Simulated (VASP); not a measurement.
# MgO2 (R-3m) in VASP: notebook

Runs on MgO2. Level: r2SCAN. Tasks: single point.

Everything below comes from runs of VASP 6.6.1. Logs are shortened: lines on timing, memory, paths and dates and some standing lists are left out, and cuts for length are marked.

### 1 The cell of the first run

It takes space group R-3m (No. 166, trigonal). Conventional cell: a = 3.388 Å, b = 3.388 Å, c = 9.406 Å, α = 90.00°, β = 90.00°, γ = 120.00°. Within 2.8 Å of Mg (site symmetry -3m) lie 6 O at 2.15 Å. Within 1.8 Å of O (site symmetry 3m) lie 1 O at 1.34 Å.

### 2 Single point, r2SCAN

The input, POSCAR:

```
MgO2
1.0
    1.6940935556      0.9780853703      3.1352070375
   -1.6940935556      0.9780853703      3.1352070375
    0.0000000000     -1.9561707407      3.1352070375
Mg O
1 2
Direct
    0.0000000000      0.0000000000      0.0000000000
    0.4287860000      0.4287860000      0.4287860000
    0.5712140000      0.5712140000      0.5712140000
```

The input, INCAR.step1:

```
SYSTEM = MgO2
PREC = Accurate
ENCUT = 520
ISMEAR = 0
SIGMA = 0.05
LREAL = .FALSE.
LASPH = .TRUE.
NELM = 60
NBANDS = 14
GGA = PE
ALGO = Normal
EDIFF = 1E-4
LWAVE = .TRUE.
LCHARG = .FALSE.
```

The input, INCAR.step2:

```
SYSTEM = MgO2
PREC = Accurate
ENCUT = 520
EDIFF = 1E-6
ISMEAR = 0
SIGMA = 0.05
LREAL = .FALSE.
LASPH = .TRUE.
NELM = 60
ALGO = Normal
ISIF = 2
LWAVE = .FALSE.
LCHARG = .FALSE.
METAGGA = R2SCAN
LMIXTAU = .TRUE.
NBANDS = 14
ISTART = 1
```

The input, KPOINTS:

```
Automatic mesh
0
G
  12 12 12
  0 0 0
```

Potentials or basis: VASP PAW PBE potentials, release 64 (Mg, O).

The run is started by

```sh
> cat potpaw_PBE.64/Mg/POTCAR potpaw_PBE.64/O/POTCAR > POTCAR
> cp INCAR.step1 INCAR
> mpirun -np 1 vasp_std > vasp.out
> cp INCAR.step2 INCAR
> mpirun -np 1 vasp_std > vasp.out
```

OUTCAR:

```text
SYSTEM = MgO2
   PREC = Accurate
   ENCUT = 520
   EDIFF = 1E-6
   ISMEAR = 0
   LREAL = .FALSE.
   LASPH = .TRUE.
   NELM = 60
   ISIF = 2
   METAGGA = R2SCAN
   ISTART = 1

 ion  position               nearest neighbor table
   1  0.000  0.000  0.000-   3 2.15   2 2.15   3 2.15   3 2.15   2 2.15   2 2.15
   2  0.429  0.429  0.429-   3 1.34   1 2.15   1 2.15   1 2.15
   3  0.571  0.571  0.571-   2 1.34   1 2.15   1 2.15   1 2.15

  LATTYP: Found a trigonal (rhomboedric) cell.
 ALAT       =     3.6954197508
 COS(alpha) =     0.5796827392

  Lattice vectors:

 A1 = (   1.6940935556,   0.9780853703,   3.1352070375)
 A2 = (  -1.6940935556,   0.9780853703,   3.1352070375)
 A3 = (   0.0000000000,  -1.9561707407,   3.1352070375)

Analysis of symmetry for initial positions (statically):
=====================================================================
 Subroutine PRICEL returns:
 Original cell was already a primitive cell.

 Routine SETGRP: Setting up the symmetry group for a
 trigonal (rhombohedral) supercell.

 Subroutine GETGRP returns: Found 12 space group operations
 (whereof 12 operations were pure point group operations)
 out of a pool of 12 trial point group operations.

The static configuration has the point symmetry D_3d.

Analysis of symmetry for dynamics (positions and initial velocities):
=====================================================================
 Subroutine PRICEL returns:
 Original cell was already a primitive cell.

 Routine SETGRP: Setting up the symmetry group for a
 trigonal (rhombohedral) supercell.

 Subroutine GETGRP returns: Found 12 space group operations
 (whereof 12 operations were pure point group operations)
 out of a pool of 12 trial point group operations.

The dynamic configuration has the point symmetry D_3d.

 Subroutine INISYM returns: Found 12 space group operations
 (whereof 12 operations are pure point group operations),
 and found     1 'primitive' translations

----------------------------------------------------------------------------------------

                                     Primitive cell

  volume of cell :      31.1696

  direct lattice vectors                    reciprocal lattice vectors
     1.694093556  0.978085370  3.135207037     0.295143086  0.170400940  0.106319401
    -1.694093556  0.978085370  3.135207037    -0.295143086  0.170400940  0.106319401
     0.000000000 -1.956170741  3.135207037     0.000000000 -0.340801880  0.106319401

  length of vectors
     3.695419751  3.695419751  3.695419751     0.357001032  0.357001032  0.357001032

  position of ions in fractional coordinates (direct lattice)
     0.000000000  0.000000000  0.000000000
     0.428786000  0.428786000  0.428786000
     0.571214000  0.571214000  0.571214000

  ion indices of the primitive-cell ions
   primitive index   ion index
                 1           1
                 2           2
                 3           3

----------------------------------------------------------------------------------------

 KPOINTS: Automatic mesh

Automatic generation of k-mesh.
 Grid dimensions read from file:
 generate k-points for:   12   12   12

 Generating k-lattice:

  Cartesian coordinates                     Fractional coordinates (reciprocal lattice)
     0.024595257  0.014200078  0.008859950     0.083333333  0.000000000 -0.000000000
    -0.024595257  0.014200078  0.008859950     0.000000000  0.083333333 -0.000000000
     0.000000000 -0.028400157  0.008859950     0.000000000  0.000000000  0.083333333

  Length of vectors
     0.029750086  0.029750086  0.029750086

  Shift w.r.t. Gamma in fractional coordinates (k-lattice)
     0.000000000  0.000000000  0.000000000

 Subroutine IBZKPT returns following result:
 ===========================================

 Found    189 irreducible k-points:

 Following reciprocal coordinates:
            Coordinates               Weight
  0.000000  0.000000  0.000000      1.000000
  0.083333 -0.000000  0.000000      6.000000
  0.166667  0.000000  0.000000      6.000000
  0.250000  0.000000  0.000000      6.000000
  0.333333  0.000000  0.000000      6.000000
  0.416667  0.000000  0.000000      6.000000
[... 16 lines left out ...]
  0.500000  0.166667  0.000000     12.000000
 -0.416667  0.166667 -0.000000     12.000000
 [... further k-points ...]
   k-points           NKPTS =    189   k-points in BZ     NKDIM =    189   number of bands    NBANDS=     14
   number of dos      NEDOS =    301   number of ions     NIONS =      3
   total plane-waves  NPLWV =  21952
   dimension x,y,z NGX =    28 NGY =   28 NGZ =   28
   dimension x,y,z NGXF=    56 NGYF=   56 NGZF=   56
   ions per type =               1   2
   NGX,Y,Z   is equivalent  to a cutoff of  12.60, 12.60, 12.60 a.u.
   NGXF,Y,Z  is equivalent  to a cutoff of  25.19, 25.19, 25.19 a.u.
 SYSTEM =  MgO2
   PREC   = accura    normal or accurate (medium, high low for compatibility)
   ISTART =      1    job   : 0-new  1-cont  2-samecut
   ICHARG =      0    charge: 1-file 2-atom 10-const
   ISPIN  =      1    spin polarized calculation?
   LNONCOLLINEAR =      F non collinear calculations
   LSORBIT =      F    spin-orbit coupling
   LASPH  =      T    aspherical Exc in radial PAW
   ENCUT  =  520.0 eV  38.22 Ry    6.18 a.u.   6.87  6.87  6.87*2*pi/ulx,y,z
   NELM   =     60;   NELMIN=  2; NELMDL=  0     # of ELM steps
   EDIFF  = 0.1E-05   stopping-criterion for ELM
   LREAL  =      F    real-space projection
   EDIFFG = 0.1E-04   stopping-criterion for IOM
   NSW    =      0    number of steps for IOM
   IBRION =     -1    ionic relax: 0-MD 1-quasi-New 2-CG
   NFREE  =      0    steps in history (QN), initial steepest desc. (CG)
   ISIF   =      2    stress and relaxation
   ISYM   =      2    0-nonsym 1-usesym 2-fastsym
   POTIM  = 0.5000    time-step for ionic-motion
   TEBEG  =    0.0;   TEEND  =   0.0 temperature during run
   PSTRESS=    0.0 pullay stress
   NELECT =      14.0000    total number of electrons
   NUPDOWN=      -1.0000    fix difference up-down
   EMIN   =  10.00;   EMAX   =-10.00  energy-range for DOS
   EFERMI =   0.00;   METHOD = LEGACY
   ISMEAR =     0;   SIGMA  =   0.05  broadening in eV -4-tet -1-fermi 0-gaus
   EFERMI_NEDOS =   21; number of points for ismear=-14 and -15
   IALGO  =     38    algorithm
   IMIX   =      4    mixing-type and parameters
     AMIX     =   0.40;   BMIX     =  1.00
     AMIX_MAG =   1.60;   BMIX_MAG =  1.00
  volume/ion in A,a.u.               =      10.39        70.11
  Fermi-wavevector in a.u.,A,eV,Ry     =   1.253739  2.369222 21.386457  1.571860
  Thomas-Fermi vector in A             =   2.387577
   LORBIT       =      0    0 simple, 1 ext, 2 COOP (PROOUT), +10 PAW based schemes
   METAGGA = R2SCAN    functional components
   LHFCALC =     F    Hartree Fock is set to
   AEXX    =    0.0000 exact exchange contribution
   IVDW    =     0    specifies the selected vdW correction
   LEPSILON=     F    determine dielectric tensor
   LRPA    =     F    only Hartree local field effects (RPA)
 non-spin polarized calculation
 Gauss-broadening in eV      SIGMA  =   0.05
  energy-cutoff  :      520.00
  volume of cell :       31.17
 maximum number of plane-waves:       858
   NGX = 13   NGY = 13   NGZ = 13

 number of electron      14.0000005 magnetization

 Free energy of the ion-electron system (eV)
  ---------------------------------------------------
  ext. energy  EPLUGINS =         0.00000000
  ---------------------------------------------------
  free energy    TOTEN  =       -20.76744557 eV

  energy without entropy =      -20.76744557  energy(sigma->0) =      -20.76744557

 E-fermi :   3.7504     XC(G=0): -10.6566

 val. band max:        3.4461466006   @ k =   0.5000   0.5000   0.0000
 cond. band min:       6.2662588648   @ k =   0.2500   0.2500   0.2500
 fundamental gap:      2.8201122642
 Fermi energy:         3.7503635874

 k-point     1 :       0.0000    0.0000    0.0000
  band No.  band energies     occupation
      1     -21.5135      2.00000
      2     -11.4642      2.00000
      3      -5.3057      2.00000
      4      -1.9080      2.00000
      5      -1.9080      2.00000
      6       2.2492      2.00000
      7       2.2492      2.00000
      8       6.7616      0.00000
      9      10.7381      0.00000
     10      16.7191      0.00000
     11      16.7191      0.00000
     12      17.9579      0.00000
     13      19.2240      0.00000
     14      19.2240      0.00000

 k-point     2 :       0.0833   -0.0000    0.0000
  band No.  band energies     occupation
      1     -21.4933      2.00000
      2     -11.5026      2.00000
      3      -5.2656      2.00000
      4      -2.0423      2.00000
      5      -1.9209      2.00000
      6       2.2160      2.00000
      7       2.2622      2.00000
      8       6.9730      0.00000
      9      10.7695      0.00000
     10      16.0332      0.00000
     11      16.8649      0.00000
     12      17.8976      0.00000
     13      19.0183      0.00000
     14      19.3476      0.00000

 k-point     3 :       0.1667    0.0000    0.0000
  band No.  band energies     occupation
      1     -21.4380      2.00000
      2     -11.6065      2.00000
      3      -5.1540      2.00000
      4      -2.3983      2.00000
      5      -1.9555      2.00000
      6       2.1257      2.00000
      7       2.3113      2.00000
      8       7.5545      0.00000
      9      10.8187      0.00000
     10      14.9515      0.00000
     11      17.3005      0.00000
     12      17.5945      0.00000
     13      18.6186      0.00000
     14      19.6742      0.00000
[... 324 lines left out ...]
 k-point    23 :       0.5000    0.1667    0.0000
  band No.  band energies     occupation
      1     -21.1750      2.00000
      2     -12.1542      2.00000
      3      -4.1792      2.00000
      4      -3.8854      2.00000
      5      -2.3175      2.00000
      6       1.6968      2.00000
      7       2.7933      2.00000
      8       9.7269      0.00000
      9      11.8187      0.00000
     10      12.1028      0.00000
     11      16.2746      0.00000
     12      17.9808      0.00000
     13      19.0498      0.00000
     14      20.4618      0.00000

 k-point    24 :      -0.4167    0.1667   -0.0000
  band No.  band energies     occupation
      1     -21.1729      2.00000
      2     -12.0955      2.00000
      3      -4.5075      2.00000
      4      -3.6435      2.00000
      5      -2.3634      2.00000
      6       1.7390      2.00000
      7       2.6225      2.00000
      8      10.0450      0.00000
      9      11.3266      0.00000
     10      12.6024      0.00000
     11      16.4630      0.00000
     12      18.0162      0.00000
     13      19.2973      0.00000
     14      20.0934      0.00000

 [... further k-points ...]

------------------------ aborting loop because EDIFF is reached ----------------------------------------

  FORCE on cell =-STRESS in cart. coord.  units (eV):
  Direction    XX          YY          ZZ          XY          YZ          ZX
  --------------------------------------------------------------------------------------
  -------------------------------------------------------------------------------------
  Total       -3.3719567     -3.3719567     11.4036823      0.0000000     -0.0000000      0.0000000
  in kB     -173.3248936   -173.3248936    586.1706409      0.0000000     -0.0000000      0.0000000
  external PRESSURE =      79.8402846 kB  Pullay stress =       0.0000000 kB

 VOLUME and BASIS-vectors are now :
 -----------------------------------------------------------------------------
  energy-cutoff  :      520.00
  volume of cell :       31.17
      direct lattice vectors                 reciprocal lattice vectors
     1.694093556  0.978085370  3.135207037     0.295143086  0.170400940  0.106319401
    -1.694093556  0.978085370  3.135207037    -0.295143086  0.170400940  0.106319401
     0.000000000 -1.956170741  3.135207037     0.000000000 -0.340801880  0.106319401

 POSITION                                       TOTAL-FORCE (eV/Angst)
 -----------------------------------------------------------------------------------
      0.00000      0.00000      0.00000         0.000000      0.000000     -0.000000
      0.00000     -0.00000      4.03300        -0.000000      0.000000     -5.941207
      0.00000     -0.00000      5.37262        -0.000000     -0.000000      5.941207
 -----------------------------------------------------------------------------------
    total drift:                               -0.000000      0.000000      0.000000

  FREE ENERGIE OF THE ION-ELECTRON SYSTEM (eV)
  ---------------------------------------------------
  free  energy   TOTEN  =       -20.7674455717 eV

  energy  without entropy=      -20.7674455717  energy(sigma->0) =      -20.76744557
```

It took 3.5 min on 1 thread of Intel Xeon 6975P-C (Granite Rapids), shared host; peak memory 0.21 GiB.

What came out:

- Free energy: -20.7674 eV
- Pressure: 8.0 GPa
- Largest force: 5.941 eV/Å
- Band gap on the k mesh: 2.82 eV, indirect (least direct gap 3.22 eV)

Forces on the atoms (eV/Å):
```
Mg   0.000  0.000  0.000
O    0.000  0.000 -5.941
O    0.000  0.000  5.941
```

Stress tensor (GPa, compression positive):
```
-17.33   0.00   0.00
  0.00 -17.33   0.00
  0.00   0.00  58.62
```

Caveat: the PAW data sets were made with another functional, which shifts forces and pressure a little. A k mesh can miss the band edges.

### 3 Single point, r2SCAN

This run uses another cell than the first one, of the same volume but with other edges.

The input, POSCAR:

```
MgO2
1.0
    1.5101379338      0.8718785426      3.9455520065
   -1.5101379338      0.8718785426      3.9455520065
    0.0000000000     -1.7437570852      3.9455520065
Mg O
1 2
Direct
    0.0000000000      0.0000000000      0.0000000000
    0.4287860000      0.4287860000      0.4287860000
    0.5712140000      0.5712140000      0.5712140000
```

The input, INCAR.step1:

```
ALGO     = Normal         # electronic algorithm
EDIFF    = 1E-4           # SCF threshold, eV
ENCUT    = 520            # plane-wave cutoff, eV
GGA      = PE             # functional
ISMEAR   = 0              # smearing method
LASPH    = True           # aspherical terms in the spheres
LCHARG   = False          # write CHGCAR
LREAL    = False          # projectors in reciprocal space
LWAVE    = True           # write WAVECAR
NBANDS   = 14             # bands
NELM     = 60             # most SCF steps
PREC     = Accurate       # precision mode
SIGMA    = 0.05           # smearing width, eV
```

The input, INCAR.step2:

```
ALGO     = Normal         # electronic algorithm
EDIFF    = 1E-6           # SCF threshold, eV
ENCUT    = 520            # plane-wave cutoff, eV
ISIF     = 2              # what is computed and relaxed
ISMEAR   = 0              # smearing method
ISTART   = 1            
LASPH    = True           # aspherical terms in the spheres
LCHARG   = False          # write CHGCAR
LMIXTAU  = True         
LREAL    = False          # projectors in reciprocal space
LWAVE    = False          # write WAVECAR
METAGGA  = R2SCAN         # meta-GGA
NBANDS   = 14             # bands
NELM     = 60             # most SCF steps
PREC     = Accurate       # precision mode
SIGMA    = 0.05           # smearing width, eV
```

The input, KPOINTS:

```
k-points
0
Gamma
  12 12 12
```

Potentials or basis: VASP PAW PBE potentials, release 64 (Mg, O).

The run is started by

```sh
> cat potpaw_PBE.64/Mg/POTCAR potpaw_PBE.64/O/POTCAR > POTCAR
> cp INCAR.step1 INCAR
> mpirun -np 1 vasp_std > vasp.out
> cp INCAR.step2 INCAR
> mpirun -np 1 vasp_std > vasp.out
```

Wall time 2.6 min (1 thread of Intel Xeon 6975P-C (Granite Rapids), shared host); peak memory 0.24 GiB.

Results (log left out):

```
Free energy            : -20.7391 eV
Pressure               : -11.0 GPa
Largest force          : 2.017 eV/Å
Band gap on the k mesh : 0.36 eV, direct
```

Forces in eV/Å, atoms in the order of the input:
```
Mg   0.000  0.000  0.000
O    0.000  0.000  2.017
O    0.000  0.000 -2.017
```

Stress tensor (GPa, compression positive):
```
 10.81   0.00   0.00
  0.00  10.81   0.00
  0.00   0.00 -54.71
```

Levels at points of the mesh, in eV from the valence-band top:
| k point | band 5 | band 6 | band 7 | band 8 | band 9 | band 10 |
| --- | --- | --- | --- | --- | --- | --- |
| (0.00, 0.00, 0.00) | -1.92 | -0.55 | -0.55 | 3.43 | 6.90 | 12.47 |
| (0.50, 0.00, 0.00) | -2.43 | -1.80 | -1.02 | 2.63 | 10.66 | 12.72 |
| (0.50, 0.50, 0.00) | -2.88 | -2.49 | -0.37 | 1.85 | 10.83 | 12.64 |
| (0.50, 0.50, 0.50) | -2.33 | 0.00 | 0.00 | 0.36 | 7.98 | 10.01 |

Caveat: the PAW data sets were made with another functional, which shifts forces and pressure a little.

[end of part 1 of 2]
